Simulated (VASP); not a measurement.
A run of VASP 6.6.1:

File POSCAR:

```
NbRh
1.0
    2.8035898861      0.0000000000      0.0000000000
    0.0000000000      2.8035898861      0.0000000000
    0.0000000000      0.0000000000      3.7575207164
Nb Rh
1 1
Direct
    0.0000000000      0.0000000000      0.0000000000
    0.5000000000      0.5000000000      0.5000000000
```

File INCAR.step1:

```
SYSTEM = NbRh
ALGO = Normal
EDIFF = 1E-4
ENCUT = 520
GGA = PE
ISMEAR = -1
LASPH = .True.
LCHARG = .False.
LREAL = .False.
LWAVE = .True.
NBANDS = 21
NELM = 100
PREC = Accurate
SIGMA = 0.05
```

File INCAR.step2:

```
SYSTEM = NbRh
ALGO = Normal
EDIFF = 1E-7
ENCUT = 520
ISIF = 2
ISMEAR = -1
ISTART = 1
IVDW = 12
LASPH = .True.
LCHARG = .False.
LMIXTAU = .True.
LREAL = .False.
LWAVE = .False.
METAGGA = R2SCAN
NBANDS = 21
NELM = 100
PREC = Accurate
SIGMA = 0.05
VDW_A1 = 0.49484001
VDW_A2 = 5.73083694
VDW_S6 = 1.0
VDW_S8 = 0.78981345
```

KPOINTS

```
k-points
0
Gamma
  8 8 6
  0 0 0
```

Potentials or basis: VASP PAW PBE potentials, release 64 (Nb_sv, Rh_pv).

Command:

```sh
$ cat potpaw_PBE.64/Nb_sv/POTCAR potpaw_PBE.64/Rh_pv/POTCAR > POTCAR
$ cp INCAR.step1 INCAR
$ mpirun -np 1 vasp_std > vasp.out
$ cp INCAR.step2 INCAR
$ mpirun -np 1 vasp_std > vasp.out
```

Hardware: 1 thread of Intel(R) Xeon(R) 6975P-C (Granite Rapids), on a shared host.

Problem. Estimate the wall time of this run.

Solution. It took 58 s on 1 thread of Intel(R) Xeon(R) 6975P-C (Granite Rapids), with other jobs on the host, peak memory 0.18 GiB. Counts: k points 60.
